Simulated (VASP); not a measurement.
# Ti (Im-3m) in VASP: notebook

Runs on Ti. Level: PBE. Tasks: single point.

Everything below comes from runs of VASP 6.6.1. Logs are shortened: lines on timing, memory, paths and dates and some standing lists are left out, and cuts for length are marked.

### Step 1. The cell of the first run

The structure is cubic, space group Im-3m (No. 229). The conventional cell has a = 3.304 Å, b = 3.304 Å, c = 3.304 Å, α = 90.00°, β = 90.00°, γ = 90.00°. Within 3.8 Å of Ti (site symmetry m-3m) lie 14 Ti at 2.86 to 3.30 Å.

### Step 2. Single point, PBE, collinear spin, ferromagnetic start

Contents of INCAR:

```
SYSTEM = Ti
ALGO = Normal ; EDIFF = 1E-7
ENCUT = 520 ; GGA = PE
ISIF = 2 ; ISMEAR = 0
ISPIN = 2 ; LASPH = .True.
LCHARG = .False. ; LMAXMIX = 4
LORBIT = 11 ; LREAL = .False.
LWAVE = .False. ; MAGMOM = 0.6
NBANDS = 16 ; NELM = 150
NUPDOWN = 0.6 ; PREC = Accurate
SIGMA = 0.15
```

Contents of KPOINTS:

```
k-points
0
Gamma
  22 22 22
  0 0 0
```

Contents of POSCAR:

```
Ti
1.0
   -1.6518192362      1.6518192362      1.6518192362
    1.6518192362     -1.6518192362      1.6518192362
    1.6518192362      1.6518192362     -1.6518192362
Ti
1
Direct
    0.0000000000      0.0000000000      0.0000000000
```

Potentials or basis: VASP PAW PBE potentials, release 64 (Ti_sv).

On the command line:

```bash
> cat potpaw_PBE.64/Ti_sv/POTCAR > POTCAR
> mpirun -np 1 vasp_std > vasp.out
```

OUTCAR:

```text
SYSTEM = Ti
   EDIFF = 1E-7
   ENCUT = 520
   GGA = PE
   ISIF = 2
   ISMEAR = 0
   ISPIN = 2
   LASPH = .True.
   LORBIT = 11
   LREAL = .False.
   NELM = 150
   NUPDOWN = 0.6
   PREC = Accurate

 ion  position               nearest neighbor table
   1  0.000  0.000  0.000-

  LATTYP: Found a body centered cubic cell.
 ALAT       =     3.3036384724

  Lattice vectors:

 A1 = (  -1.6518192362,   1.6518192362,   1.6518192362)
 A2 = (   1.6518192362,  -1.6518192362,   1.6518192362)
 A3 = (   1.6518192362,   1.6518192362,  -1.6518192362)

Analysis of symmetry for initial positions (statically):
=====================================================================
 Subroutine PRICEL returns:
 Original cell was already a primitive cell.

 Routine SETGRP: Setting up the symmetry group for a
 body centered cubic supercell.

 Subroutine GETGRP returns: Found 48 space group operations
 (whereof 48 operations were pure point group operations)
 out of a pool of 48 trial point group operations.

The static configuration has the point symmetry O_h .

Analysis of symmetry for dynamics (positions and initial velocities):
=====================================================================
 Subroutine PRICEL returns:
 Original cell was already a primitive cell.

 Routine SETGRP: Setting up the symmetry group for a
 body centered cubic supercell.

 Subroutine GETGRP returns: Found 48 space group operations
 (whereof 48 operations were pure point group operations)
 out of a pool of 48 trial point group operations.

The dynamic configuration has the point symmetry O_h .

Analysis of structural, dynamic, and magnetic symmetry:
=====================================================================
 Subroutine PRICEL returns:
 Original cell was already a primitive cell.

 Routine SETGRP: Setting up the symmetry group for a
 body centered cubic supercell.

 Subroutine GETGRP returns: Found 48 space group operations
 (whereof 48 operations were pure point group operations)
 out of a pool of 48 trial point group operations.

The overall configuration has the point symmetry O_h .

 Subroutine INISYM returns: Found 48 space group operations
 (whereof 48 operations are pure point group operations),
 and found     1 'primitive' translations

----------------------------------------------------------------------------------------

                                     Primitive cell

  volume of cell :      18.0280

  direct lattice vectors                    reciprocal lattice vectors
    -1.651819236  1.651819236  1.651819236     0.000000000  0.302696560  0.302696560
     1.651819236 -1.651819236  1.651819236     0.302696560  0.000000000  0.302696560
     1.651819236  1.651819236 -1.651819236     0.302696560  0.302696560  0.000000000

  length of vectors
     2.861034842  2.861034842  2.861034842     0.428077580  0.428077580  0.428077580

  position of ions in fractional coordinates (direct lattice)
     0.000000000  0.000000000  0.000000000

  ion indices of the primitive-cell ions
   primitive index   ion index
                 1           1

----------------------------------------------------------------------------------------

 KPOINTS: k-points

Automatic generation of k-mesh.
 Grid dimensions read from file:
 generate k-points for:   22   22   22

 Generating k-lattice:

  Cartesian coordinates                     Fractional coordinates (reciprocal lattice)
     0.000000000  0.013758935  0.013758935     0.045454545  0.000000000  0.000000000
     0.013758935  0.000000000  0.013758935     0.000000000  0.045454545  0.000000000
     0.013758935  0.013758935  0.000000000     0.000000000  0.000000000  0.045454545

  Length of vectors
     0.019458072  0.019458072  0.019458072

  Shift w.r.t. Gamma in fractional coordinates (k-lattice)
     0.000000000  0.000000000  0.000000000

 Subroutine IBZKPT returns following result:
 ===========================================

 Found    328 irreducible k-points:

 Following reciprocal coordinates:
            Coordinates               Weight
  0.000000  0.000000  0.000000      1.000000
  0.045455  0.000000  0.000000     12.000000
  0.090909  0.000000  0.000000     12.000000
  0.136364  0.000000  0.000000     12.000000
  0.181818  0.000000  0.000000     12.000000
  0.227273  0.000000  0.000000     12.000000
[... 16 lines left out ...]
  0.090909  0.090909  0.000000     24.000000
  0.136364  0.090909  0.000000     48.000000
 [... further k-points ...]
   k-points           NKPTS =    328   k-points in BZ     NKDIM =    328   number of bands    NBANDS=     16
   number of dos      NEDOS =    301   number of ions     NIONS =      1
   total plane-waves  NPLWV =  13824
   dimension x,y,z NGX =    24 NGY =   24 NGZ =   24
   dimension x,y,z NGXF=    48 NGYF=   48 NGZF=   48
   ions per type =               1
   NGX,Y,Z   is equivalent  to a cutoff of  13.95, 13.95, 13.95 a.u.
   NGXF,Y,Z  is equivalent  to a cutoff of  27.89, 27.89, 27.89 a.u.
 SYSTEM =  Ti
   PREC   = accura    normal or accurate (medium, high low for compatibility)
   ISTART =      0    job   : 0-new  1-cont  2-samecut
   ICHARG =      2    charge: 1-file 2-atom 10-const
   ISPIN  =      2    spin polarized calculation?
   LNONCOLLINEAR =      F non collinear calculations
   LSORBIT =      F    spin-orbit coupling
   LASPH  =      T    aspherical Exc in radial PAW
   ENCUT  =  520.0 eV  38.22 Ry    6.18 a.u.   5.32  5.32  5.32*2*pi/ulx,y,z
   NELM   =    150;   NELMIN=  2; NELMDL= -5     # of ELM steps
   EDIFF  = 0.1E-06   stopping-criterion for ELM
   LREAL  =      F    real-space projection
   EDIFFG = 0.1E-05   stopping-criterion for IOM
   NSW    =      0    number of steps for IOM
   IBRION =     -1    ionic relax: 0-MD 1-quasi-New 2-CG
   NFREE  =      0    steps in history (QN), initial steepest desc. (CG)
   ISIF   =      2    stress and relaxation
   ISYM   =      2    0-nonsym 1-usesym 2-fastsym
   POTIM  = 0.5000    time-step for ionic-motion
   TEBEG  =    0.0;   TEEND  =   0.0 temperature during run
   PSTRESS=    0.0 pullay stress
   NELECT =      12.0000    total number of electrons
   NUPDOWN=       0.6000    fix difference up-down
   EMIN   =  10.00;   EMAX   =-10.00  energy-range for DOS
   EFERMI =   0.00;   METHOD = LEGACY
   ISMEAR =     0;   SIGMA  =   0.15  broadening in eV -4-tet -1-fermi 0-gaus
   EFERMI_NEDOS =   21; number of points for ismear=-14 and -15
   IALGO  =     38    algorithm
   IMIX   =      4    mixing-type and parameters
     AMIX     =   0.40;   BMIX     =  1.00
     AMIX_MAG =   1.60;   BMIX_MAG =  1.00
  volume/ion in A,a.u.               =      18.03       121.66
  Fermi-wavevector in a.u.,A,eV,Ry     =   1.429397  2.701168 27.799077  2.043174
  Thomas-Fermi vector in A             =   2.549355
   LORBIT       =     11    0 simple, 1 ext, 2 COOP (PROOUT), +10 PAW based schemes
   GGA     = PE    functional components
   LHFCALC =     F    Hartree Fock is set to
   AEXX    =    0.0000 exact exchange contribution
   IVDW    =     0    specifies the selected vdW correction
   LEPSILON=     F    determine dielectric tensor
   LRPA    =     F    only Hartree local field effects (RPA)
 spin polarized calculation
 Gauss-broadening in eV      SIGMA  =   0.15
  energy-cutoff  :      520.00
  volume of cell :       18.03
 maximum number of plane-waves:       496
 NGX is ok and might be reduce to    24
   NGX = 11   NGY = 11   NGZ = 11

 number of electron      12.0000003 magnetization       0.6000000

 Free energy of the ion-electron system (eV)
  ---------------------------------------------------
  ext. energy  EPLUGINS =         0.00000000
  ---------------------------------------------------
  free energy    TOTEN  =        -7.72043143 eV

  energy without entropy =       -7.69183431  energy(sigma->0) =       -7.70613287

 E-fermi :   7.6971     XC(G=0): -11.3130

 val. band max:        7.7231622255   @ k =   0.1818   0.1364   0.0000
 cond. band min:       7.6976554468   @ k =   0.4091   0.0000   0.0000
 fundamental gap:     -0.0255067787
 Fermi energy:         7.7319069852

 spin component 1

 k-point     1 :       0.0000    0.0000    0.0000
  band No.  band energies     occupation
      1     -49.0793      1.00000
      2     -24.9764      1.00000
      3     -24.9764      1.00000
      4     -24.9764      1.00000
      5       1.6303      1.00000
      6       8.4159      0.00000
[... 8 lines left out ...]
     15      30.4497      0.00000
     16      33.6902      0.00000
[... 419 lines left out ...]
 k-point    24 :       0.1364    0.0909    0.0000
  band No.  band energies     occupation
      1     -49.0411      1.00000
      2     -25.1822      1.00000
      3     -25.0302      1.00000
      4     -24.9922      1.00000
      5       2.8506      1.00000
      6       7.9757      0.01078
[... 8 lines left out ...]
     15      29.1317      0.00000
     16      31.0415      0.00000

 [... further k-points ...]

 spin component 2

 k-point     1 :       0.0000    0.0000    0.0000
  band No.  band energies     occupation
      1     -48.7071      1.00000
      2     -24.6050      1.00000
      3     -24.6050      1.00000
      4     -24.6050      1.00000
      5       2.0535      1.00000
      6       8.9217      0.00000
[... 8 lines left out ...]
     15      30.7017      0.00000
     16      34.0428      0.00000
[... 419 lines left out ...]
 k-point    24 :       0.1364    0.0909    0.0000
  band No.  band energies     occupation
      1     -48.6692      1.00000
      2     -24.8089      1.00000
      3     -24.6581      1.00000
      4     -24.6207      1.00000
      5       3.2731      1.00000
      6       8.4740      0.00000
[... 8 lines left out ...]
     15      29.4761      0.00000
     16      31.5106      0.00000

 [... further k-points ...]

------------------------ aborting loop because EDIFF is reached ----------------------------------------

  FORCE on cell =-STRESS in cart. coord.  units (eV):
  Direction    XX          YY          ZZ          XY          YZ          ZX
  --------------------------------------------------------------------------------------
  -------------------------------------------------------------------------------------
  Total       -0.4135427     -0.4135427     -0.4135427     -0.0000000      0.0000000     -0.0000000
  in kB      -36.7522010    -36.7522010    -36.7522010     -0.0000000      0.0000000     -0.0000000
  external PRESSURE =     -36.7522010 kB  Pullay stress =       0.0000000 kB

 VOLUME and BASIS-vectors are now :
 -----------------------------------------------------------------------------
  energy-cutoff  :      520.00
  volume of cell :       18.03
      direct lattice vectors                 reciprocal lattice vectors
    -1.651819236  1.651819236  1.651819236     0.000000000  0.302696560  0.302696560
     1.651819236 -1.651819236  1.651819236     0.302696560  0.000000000  0.302696560
     1.651819236  1.651819236 -1.651819236     0.302696560  0.302696560  0.000000000

 POSITION                                       TOTAL-FORCE (eV/Angst)
 -----------------------------------------------------------------------------------
      0.00000      0.00000      0.00000         0.000000      0.000000      0.000000
 -----------------------------------------------------------------------------------
    total drift:                                0.000000      0.000000      0.000000

  FREE ENERGIE OF THE ION-ELECTRON SYSTEM (eV)
  ---------------------------------------------------
  free  energy   TOTEN  =        -7.7204314262 eV

  energy  without entropy=       -7.6918343061  energy(sigma->0) =       -7.70613287

 total charge

# of ion       s       p       d       tot
------------------------------------------
    1        2.236   6.107   1.878  10.222

 magnetization (x)

# of ion       s       p       d       tot
------------------------------------------
    1        0.003   0.032   0.382   0.417
```

It took 1.8 min on 1 thread of AMD EPYC 9R45 (Zen 5), shared host; peak memory 0.22 GiB.

What came out:

- Free energy: -7.7204 eV
- Pressure: -3.7 GPa
- Net moment: 0.60 μB per cell
- Site moments: Ti +0.42 μB
- Valence electrons inside the program's atomic spheres: Ti 10.22

Caveat: the total moment is fixed, so each spin has its own Fermi level.

(Part 1 of 2 ends here.)
